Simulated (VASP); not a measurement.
Cs: single point with pbesol exchange, pbe correlation

Crystal: Cs.

```xyz
1
Lattice="-3.1492 3.1492 3.1492 3.1492 -3.1492 3.1492 3.1492 3.1492 -3.1492" Properties=species:S:1:pos:R:3 pbc="T T T"
Cs    0.0000    0.0000    0.0000
```

```yaml
Program: VASP 6.6.1
Task: single point
Functional: pbesol exchange, pbe correlation
Potentials_or_basis: VASP PAW PBE potentials, release 64 (Cs_sv)
Cutoff: 500 eV
k_mesh: 6 × 6 × 6
Occupations: tetrahedron
Spin: no spin polarisation
```

| Item | Value |
| --- | --- |
| Pressure | -0.2 GPa |
| Band gap on the k mesh | zero (an odd number of electrons rules out a gap without spin polarisation) |

Levels at points of the mesh, in eV from the Fermi level:
| k point | band 2 | band 3 | band 4 | band 5 | band 6 | band 7 |
| --- | --- | --- | --- | --- | --- | --- |
| (0.00, 0.00, 0.00) | -10.60 | -10.60 | -10.60 | -1.61 | 2.49 | 2.49 |
| (0.50, 0.00, 0.00) | -10.71 | -10.64 | -10.60 | 0.06 | 0.74 | 1.67 |
| (0.50, 0.50, 0.50) | -10.68 | -10.68 | -10.68 | 0.71 | 0.71 | 2.77 |

Run time: 15 s on 1 thread of Intel(R) Xeon(R) Platinum 8259CL CPU @ 2.50GHz (Skylake/Cascade Lake), on a shared host, peak memory 0.23 GiB.

Caveat: the PAW data sets were made with another functional, which shifts forces and pressure a little; spin-orbit coupling is left out, which moves the levels of the heavy elements; tetrahedron occupations give inexact forces and stress in metals.
